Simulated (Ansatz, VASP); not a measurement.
**CuI: VASP beside Ansatz**

File INCAR:

```
PREC = Accurate
ENCUT = 520
EDIFF = 1E-6
ISMEAR = -1
SIGMA = 0.02
LREAL = False
LASPH = True
NELM = 80
ALGO = Normal
ISIF = 2
LWAVE = False
LCHARG = False
GGA = PE
NBANDS = 26
```

Contents of KPOINTS:

```
regular mesh
0
Gamma
  5 5 6
```

The input POSCAR:

```
CuI
1.0
    3.7331675900     -3.7110863700      0.0000000000
    3.7331675900      3.7110863700      0.0000000000
    0.0000000000      0.0000000000      4.4362076001
Cu I
2 2
Direct
    0.4204388300      0.5795611700      0.7500000000
    0.5795611700      0.4204388300      0.2500000000
    0.7700426800      0.2299573200      0.7500000000
    0.2299573200      0.7700426800      0.2500000000
```

Input for Ansatz:

```yaml
crystal:
  lattice:
    - [3.73316759, -3.71108637, 0.0]
    - [3.73316759, 3.71108637, 0.0]
    - [0.0, 0.0, 4.4362076001]
  atoms:
    - { symbol: Cu, position: [0.42043883, 0.57956117, 0.75] }
    - { symbol: Cu, position: [0.57956117, 0.42043883, 0.25] }
    - { symbol: I, position: [0.77004268, 0.22995732, 0.75] }
    - { symbol: I, position: [0.22995732, 0.77004268, 0.25] }
kpoints:
  mp_grid: { grid: [5, 5, 6] }
  band_path:
    path:
      - [0.0, 0.0, 0.0]
      - [0.5, 0.5, 0.0]
      - [0.4970513089, 0.5029486911, 0.0]
      - [-0.4970513089, 0.4970513089, 0.0]
      - [0.0, 0.0, 0.0]
      - [0.0, 0.0, 0.5]
      - [-0.4970513089, 0.4970513089, 0.5]
      - [0.4970513089, 0.5029486911, 0.5]
      - [0.5, 0.5, 0.5]
    npoints: 5
scf:
  occupations: { method: fermi_dirac, width: 0.02 }
hamiltonian:
  xc: pbe
  pseudopotentials: { kind: all_electron, lapw: { basis_error: 0.0005 } }
output:
  forces: true
  stress: true
  eigenvalues: true
```

Change from the starting cell: zz strain of +3 %.

Alike in both runs: task single point; functional PBE; k mesh 5 × 5 × 6; occupations fermi-dirac, width 0.02 eV; no spin polarisation.

|  | VASP | Ansatz |
| --- | --- | --- |
| version | VASP 6.6.1 | Ansatz 0.2.0 |
| potentials or method | VASP PAW PBE potentials, release 64 (Cu, I), cutoff 520 eV | all-electron LAPW, scalar-relativistic |

Ansatz gave:

- gap on the k mesh at the Fermi level (eV): 1.03
- pressure (GPa): -0.3
- traceless stress, the component that is largest in VASP (GPa): -1.37
- rms of the force components (eV/Å): 0.041

Task: Estimate VASP's values.

Result: gap on the k mesh at the Fermi level (eV): 1.05; pressure (GPa): -0.2; traceless stress, the component that is largest in VASP (GPa): -1.31; rms of the force components (eV/Å): 0.043.

Atom by atom the forces differ by 0.005 eV/Å (rms over components). Ansatz ran all-electron here, and VASP with PAW potentials.

Spin-orbit coupling is off throughout.
